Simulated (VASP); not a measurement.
Wanted: the native input for a VASP 6.6.1 run.

```yaml
Task: single point
Functional: PBE
Potentials_or_basis: VASP PAW PBE potentials, release 64 (Ti_sv, C)
Cutoff: 520 eV
k_mesh: 6 × 6 × 6
Occupations: gaussian, width 0.1 eV
Spin: no spin polarisation
Dipole_correction: no
Further_INCAR_settings: ALGO = Normal; EDIFF = 1e-06; NBANDS = 15
```

The structure of TiC lies in POSCAR:

```
TiC
1.0
    3.0529963027      0.0000000027      0.0000000000
   -1.5264981537      2.6439723544      0.0000000000
    0.0000000000      0.0000000000      2.6836274349
Ti C
1 1
Direct
    0.3333333333      0.6666666667      0.5000000000
    0.6666666667      0.3333333333      0.0000000000
```

The input as run:

INCAR

```
SYSTEM = TiC
ALGO = Normal ; EDIFF = 1E-6
ENCUT = 520 ; GGA = PE
ISIF = 2 ; ISMEAR = 0
LASPH = .True. ; LCHARG = .False.
LREAL = .False. ; LWAVE = .False.
NBANDS = 15 ; NELM = 80
PREC = Accurate ; SIGMA = 0.1
```

KPOINTS

```
k-points
0
Gamma
  6 6 6
  0 0 0
```

Potentials or basis: VASP PAW PBE potentials, release 64 (Ti_sv, C).

Run with:

```sh
$ cat potpaw_PBE.64/Ti_sv/POTCAR potpaw_PBE.64/C/POTCAR > POTCAR
$ mpirun -np 1 vasp_std > vasp.out
```

Results of the run:

```yaml
Pressure: 0.0 GPa
Band_gap_on_the_k_mesh: 0.27 eV, indirect (least direct gap 0.37 eV)
```

It took 12 s on 1 thread of AMD EPYC 7R43 64-Core Processor (Zen 3), with other jobs on the host, peak memory 0.09 GiB.
